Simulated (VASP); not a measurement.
# Tb3YPb (P4mm) in VASP: a series of runs, part 2 of 3

VASP 6.6.1. The steps go on from the part before.

### Step 3. Single point, PBE

This run uses another cell than the first one, of 33.73 Å³/atom.

Contents of INCAR:

```
PREC = Accurate ; ENCUT = 500
EDIFF = 1E-6 ; ISMEAR = 0
SIGMA = 0.1 ; LREAL = F
LASPH = T ; NELM = 200
ALGO = Normal ; ISIF = 2
LWAVE = F ; LCHARG = F
GGA = PE ; NBANDS = 34
GGA_COMPAT = F ; LMAXMIX = 6
```

Contents of KPOINTS:

```
regular mesh
0
Gamma
  4 4 4
```

Contents of POSCAR:

```
Tb3YPb
1.0
    4.9071407448      0.0000000000      0.0000000000
    0.0000000000      4.9071407448      0.0000000000
    0.0000000000      0.0000000000      7.0033494403
Tb Y Pb
3 1 1
Direct
    0.5000000000      0.5000000000      0.1556297656
    0.0000000000      0.5000000000      0.4608340213
    0.5000000000      0.0000000000      0.4608340213
    0.0000000000      0.0000000000      0.0201447990
    0.5000000000      0.5000000000      0.7444574228
```

Potentials or basis: VASP PAW PBE potentials, release 64 (Tb_3, Y_sv, Pb_d), 4f in core.

Launch:

```sh
$ cat potpaw_PBE.64/Tb_3/POTCAR potpaw_PBE.64/Y_sv/POTCAR potpaw_PBE.64/Pb_d/POTCAR > POTCAR
$ mpirun -np 1 vasp_std > vasp.out
```

OUTCAR:

```text
PREC = Accurate
   ENCUT = 500
   EDIFF = 1E-6
   ISMEAR = 0
   LREAL = F
   LASPH = T
   NELM = 200
   ISIF = 2
   GGA = PE

 ion  position               nearest neighbor table
   1  0.500  0.500  0.156-   5 2.88   3 3.25   2 3.25   3 3.25   2 3.25   4 3.60   4 3.60   4 3.60
                             4 3.60
   2  0.000  0.500  0.461-   5 3.16   5 3.16   1 3.25   1 3.25   3 3.47   3 3.47   3 3.47   3 3.47
                             4 3.94   4 3.94
   3  0.500  0.000  0.461-   5 3.16   5 3.16   1 3.25   1 3.25   2 3.47   2 3.47   2 3.47   2 3.47
                             4 3.94   4 3.94
   4  0.000  0.000  0.020-   1 3.60   1 3.60   1 3.60   1 3.60   2 3.94   3 3.94   3 3.94   2 3.94
                             5 3.97   5 3.97   5 3.97   5 3.97
   5  0.500  0.500  0.744-   1 2.88   2 3.16   3 3.16   3 3.16   2 3.16   4 3.97   4 3.97   4 3.97
                             4 3.97

  LATTYP: Found a simple tetragonal cell.
 ALAT       =     4.9071407448
 C/A-ratio  =     1.4271751728

  Lattice vectors:

 A1 = (   4.9071407448,   0.0000000000,   0.0000000000)
 A2 = (   0.0000000000,   4.9071407448,   0.0000000000)
 A3 = (   0.0000000000,   0.0000000000,   7.0033494403)

Analysis of symmetry for initial positions (statically):
=====================================================================
 Subroutine PRICEL returns:
 Original cell was already a primitive cell.

 Routine SETGRP: Setting up the symmetry group for a
 simple tetragonal supercell.

 Subroutine GETGRP returns: Found  8 space group operations
 (whereof  8 operations were pure point group operations)
 out of a pool of 16 trial point group operations.

The static configuration has the point symmetry C_4v.

Analysis of symmetry for dynamics (positions and initial velocities):
=====================================================================
 Subroutine PRICEL returns:
 Original cell was already a primitive cell.

 Routine SETGRP: Setting up the symmetry group for a
 simple tetragonal supercell.

 Subroutine GETGRP returns: Found  8 space group operations
 (whereof  8 operations were pure point group operations)
 out of a pool of 16 trial point group operations.

The dynamic configuration has the point symmetry C_4v.

 Subroutine INISYM returns: Found  8 space group operations
 (whereof  8 operations are pure point group operations),
 and found     1 'primitive' translations

----------------------------------------------------------------------------------------

                                     Primitive cell

  volume of cell :     168.6409

  direct lattice vectors                    reciprocal lattice vectors
     4.907140745  0.000000000  0.000000000     0.203784658  0.000000000  0.000000000
     0.000000000  4.907140745  0.000000000     0.000000000  0.203784658  0.000000000
     0.000000000  0.000000000  7.003349440     0.000000000  0.000000000  0.142788820

  length of vectors
     4.907140745  4.907140745  7.003349440     0.203784658  0.203784658  0.142788820

  position of ions in fractional coordinates (direct lattice)
     0.500000000  0.500000000  0.155629766
     0.000000000  0.500000000  0.460834021
     0.500000000  0.000000000  0.460834021
[... 34 lines left out ...]

 Found     18 irreducible k-points:

 Following reciprocal coordinates:
            Coordinates               Weight
  0.000000  0.000000  0.000000      1.000000
  0.250000  0.000000  0.000000      4.000000
  0.500000  0.000000  0.000000      2.000000
  0.250000  0.250000  0.000000      4.000000
  0.500000  0.250000  0.000000      4.000000
  0.500000  0.500000  0.000000      1.000000
[... 10 lines left out ...]
  0.500000  0.250000  0.500000      4.000000
  0.500000  0.500000  0.500000      1.000000
   k-points           NKPTS =     18   k-points in BZ     NKDIM =     18   number of bands    NBANDS=     34
   number of dos      NEDOS =    301   number of ions     NIONS =      5
   total plane-waves  NPLWV =  69984
   dimension x,y,z NGX =    36 NGY =   36 NGZ =   54
   dimension x,y,z NGXF=    72 NGYF=   72 NGZF=  108
   ions per type =               3   1   1
   NGX,Y,Z   is equivalent  to a cutoff of  12.20, 12.20, 12.82 a.u.
   NGXF,Y,Z  is equivalent  to a cutoff of  24.39, 24.39, 25.64 a.u.
 SYSTEM =  unknown system
   PREC   = accura    normal or accurate (medium, high low for compatibility)
   ISTART =      0    job   : 0-new  1-cont  2-samecut
   ICHARG =      2    charge: 1-file 2-atom 10-const
   ISPIN  =      1    spin polarized calculation?
   LNONCOLLINEAR =      F non collinear calculations
   LSORBIT =      F    spin-orbit coupling
   LASPH  =      T    aspherical Exc in radial PAW
   ENCUT  =  500.0 eV  36.75 Ry    6.06 a.u.   8.95  8.95 12.77*2*pi/ulx,y,z
   NELM   =    200;   NELMIN=  2; NELMDL= -5     # of ELM steps
   EDIFF  = 0.1E-05   stopping-criterion for ELM
   LREAL  =      F    real-space projection
   EDIFFG = 0.1E-04   stopping-criterion for IOM
   NSW    =      0    number of steps for IOM
   IBRION =     -1    ionic relax: 0-MD 1-quasi-New 2-CG
   NFREE  =      0    steps in history (QN), initial steepest desc. (CG)
   ISIF   =      2    stress and relaxation
   ISYM   =      2    0-nonsym 1-usesym 2-fastsym
   POTIM  = 0.5000    time-step for ionic-motion
   TEBEG  =    0.0;   TEEND  =   0.0 temperature during run
   PSTRESS=    0.0 pullay stress
   NELECT =      52.0000    total number of electrons
   NUPDOWN=      -1.0000    fix difference up-down
   EMIN   =  10.00;   EMAX   =-10.00  energy-range for DOS
   EFERMI =   0.00;   METHOD = LEGACY
   ISMEAR =     0;   SIGMA  =   0.10  broadening in eV -4-tet -1-fermi 0-gaus
   EFERMI_NEDOS =   21; number of points for ismear=-14 and -15
   IALGO  =     38    algorithm
   IMIX   =      4    mixing-type and parameters
     AMIX     =   0.40;   BMIX     =  1.00
     AMIX_MAG =   1.60;   BMIX_MAG =  1.00
  volume/ion in A,a.u.               =      33.73       227.61
  Fermi-wavevector in a.u.,A,eV,Ry     =   1.106000  2.090036 16.643127  1.223235
  Thomas-Fermi vector in A             =   2.242495
   LORBIT       =      0    0 simple, 1 ext, 2 COOP (PROOUT), +10 PAW based schemes
   GGA     = PE    functional components
   LHFCALC =     F    Hartree Fock is set to
   AEXX    =    0.0000 exact exchange contribution
   IVDW    =     0    specifies the selected vdW correction
   LEPSILON=     F    determine dielectric tensor
   LRPA    =     F    only Hartree local field effects (RPA)
 non-spin polarized calculation
 Gauss-broadening in eV      SIGMA  =   0.10
  energy-cutoff  :      500.00
  volume of cell :      168.64
 maximum number of plane-waves:      4344
 NGX is ok and might be reduce to    36
   NGX = 17   NGY = 17   NGZ = 25

 number of electron      52.0000001 magnetization

 Free energy of the ion-electron system (eV)
  ---------------------------------------------------
  ext. energy  EPLUGINS =         0.00000000
  ---------------------------------------------------
  free energy    TOTEN  =       -23.14676828 eV

  energy without entropy =      -23.11283832  energy(sigma->0) =      -23.12980330

 E-fermi :   3.5781     XC(G=0):  -9.4763

 val. band max:        3.5487664049   @ k =   0.5000   0.5000   0.2500
 cond. band min:       3.5822577902   @ k =   0.5000   0.2500   0.0000
 fundamental gap:      0.0334913853
 Fermi energy:         3.5780636963

 k-point     1 :       0.0000    0.0000    0.0000
  band No.  band energies     occupation
      1     -39.9647      2.00000
      2     -19.8996      2.00000
      3     -19.8996      2.00000
      4     -19.8775      2.00000
      5     -19.4065      2.00000
      6     -19.4065      2.00000
[... 655 lines left out ...]
     33       5.6017      0.00000
     34       5.6017      0.00000

------------------------ aborting loop because EDIFF is reached ----------------------------------------

  FORCE on cell =-STRESS in cart. coord.  units (eV):
  Direction    XX          YY          ZZ          XY          YZ          ZX
  --------------------------------------------------------------------------------------
  -------------------------------------------------------------------------------------
  Total        0.0588730      0.0588730      0.8008101      0.0000000      0.0000000      0.0000000
  in kB        0.5593243      0.5593243      7.6081188      0.0000000      0.0000000      0.0000000
  external PRESSURE =       2.9089225 kB  Pullay stress =       0.0000000 kB

 VOLUME and BASIS-vectors are now :
 -----------------------------------------------------------------------------
  energy-cutoff  :      500.00
  volume of cell :      168.64
      direct lattice vectors                 reciprocal lattice vectors
     4.907140745  0.000000000  0.000000000     0.203784658  0.000000000  0.000000000
     0.000000000  4.907140745  0.000000000     0.000000000  0.203784658  0.000000000
     0.000000000  0.000000000  7.003349440     0.000000000  0.000000000  0.142788820

 POSITION                                       TOTAL-FORCE (eV/Angst)
 -----------------------------------------------------------------------------------
      2.45357      2.45357      1.08993         0.000000      0.000000      0.005714
      0.00000      2.45357      3.22738         0.000000     -0.000000     -0.009146
      2.45357      0.00000      3.22738         0.000000     -0.000000     -0.009146
      0.00000      0.00000      0.14108         0.000000     -0.000000      0.034456
      2.45357      2.45357      5.21370         0.000000     -0.000000     -0.021877
 -----------------------------------------------------------------------------------
    total drift:                                0.000000      0.000000     -0.000413

  FREE ENERGIE OF THE ION-ELECTRON SYSTEM (eV)
  ---------------------------------------------------
  free  energy   TOTEN  =       -23.1467682798 eV

  energy  without entropy=      -23.1128383244  energy(sigma->0) =      -23.12980330
```

OSZICAR:

```text
N       E                     dE             d eps       ncg     rms          rms(c)
DAV:   1     0.350963011351E+03    0.35096E+03   -0.23917E+04  1224   0.142E+03
DAV:   2     0.449679883830E+01   -0.34647E+03   -0.33871E+03  1238   0.395E+02
DAV:   3    -0.235029242849E+02   -0.28000E+02   -0.27120E+02  1878   0.978E+01
DAV:   4    -0.252501384379E+02   -0.17472E+01   -0.17288E+01  1976   0.207E+01
DAV:   5    -0.252939131418E+02   -0.43775E-01   -0.43657E-01  1724   0.310E+00    0.375E+01
DAV:   6    -0.232326908382E+02    0.20612E+01   -0.76756E+00  1634   0.881E+00    0.202E+01
DAV:   7    -0.231467860464E+02    0.85905E-01   -0.16842E+00  1894   0.526E+00    0.925E+00
DAV:   8    -0.231630905444E+02   -0.16304E-01   -0.44851E-01  1712   0.279E+00    0.162E+00
DAV:   9    -0.231496642597E+02    0.13426E-01   -0.16840E-01  1616   0.146E+00    0.714E-01
DAV:  10    -0.231468637125E+02    0.28005E-02   -0.20811E-02  1596   0.639E-01    0.294E-01
DAV:  11    -0.231468022416E+02    0.61471E-04   -0.25080E-03  1860   0.284E-01    0.946E-02
DAV:  12    -0.231467711048E+02    0.31137E-04   -0.22130E-04  1716   0.753E-02    0.274E-02
DAV:  13    -0.231467688544E+02    0.22504E-05   -0.43094E-05  1914   0.285E-02    0.917E-03
DAV:  14    -0.231467682798E+02    0.57461E-06   -0.52530E-06  1400   0.985E-03
   1 F= -.23146768E+02 E0= -.23129803E+02  d E =-.339300E-01
```

Run time: 44 s. Hardware: 1 thread of Intel Xeon 6975P-C (Granite Rapids), shared host; peak memory 0.31 GiB.

Results:

```yaml
Free_energy: -23.1468 eV
Pressure: 0.3 GPa
Largest_force: 0.034 eV/Å
Band_gap_on_the_k_mesh: zero (bands 26 and 27 overlap by 0.18 eV)
```

Forces in eV/Å, atoms in the order of the input:
```
Tb   0.000  0.000  0.006
Tb   0.000  0.000 -0.009
Tb   0.000  0.000 -0.009
Y    0.000  0.000  0.034
Pb   0.000  0.000 -0.022
```

Levels at points of the mesh, in eV from the Fermi level:
```
           k point  band 24  band 25  band 26  band 27  band 28  band 29
(0.00, 0.00, 0.00)    -1.26    -1.12    -0.67     0.39     0.94     1.32
(0.50, 0.00, 0.00)    -1.02    -0.31    -0.13    -0.09     0.56     0.68
(0.50, 0.50, 0.00)    -0.86    -0.86    -0.38     0.33     0.55     0.55
(0.00, 0.00, 0.50)    -0.93    -0.89    -0.63     0.18     0.18     0.69
(0.50, 0.00, 0.50)    -0.83    -0.10    -0.05     0.38     0.60     0.61
(0.50, 0.50, 0.50)    -0.27    -0.27    -0.16     0.28     0.50     0.50
```

Caveat: spin-orbit coupling is left out, which moves the levels of the heavy elements; the 4f electrons are frozen in the core, so they carry no moment and show no levels. Spin polarisation is off, so any magnetic state and its effect on volume and gap are missing.

(Continued in part 3 of 3.)
